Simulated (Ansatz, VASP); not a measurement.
## Two plane-wave programs on Ba3V

```xyz
4
Lattice="5.6451 0.0000 0.0000 0.0000 5.6451 0.0000 0.0000 0.0000 5.6451" Properties=species:S:1:pos:R:3 pbc="T T T"
Ba    0.0000    2.8226    2.8226
Ba    2.8226    0.0000    2.8226
Ba    2.8226    2.8226    0.0000
V     0.0000    0.0000    0.0000
```

Alike in both runs: functional PBE; k mesh 4 × 4 × 4; occupations gaussian, width 0.1 eV; collinear spin.

Ansatz relaxed the structure, and its values are those at the end. VASP's run is a single point on that final structure, the one shown.

|  | VASP | Ansatz |
| --- | --- | --- |
| version | VASP 6.6.1 | Ansatz 0.2.0 |
| potentials or method | VASP PAW PBE potentials, release 64 (Ba_sv, V_sv), cutoff 520 eV | scalar-relativistic, plane waves, PAW |
| valence electrons in the cell | 43 | 43 |

Ansatz gave:

- gap on the k mesh at the Fermi level (eV): none
- pressure (GPa): 0.3
- net moment per atom (μB): 1.21
- size of the moment on the site where the two differ most (μB): 3.69

Task: What did VASP give for the same quantities?

Result: gap on the k mesh at the Fermi level (eV): none; pressure (GPa): 0.5; net moment per atom (μB): 1.18; size of the moment on the site where the two differ most (μB): 3.03.

Site moments also hang on the region over which each program counts them. A gap of «none» marks a metal or a gap that the smearing closes.

Spin-orbit coupling is off throughout.
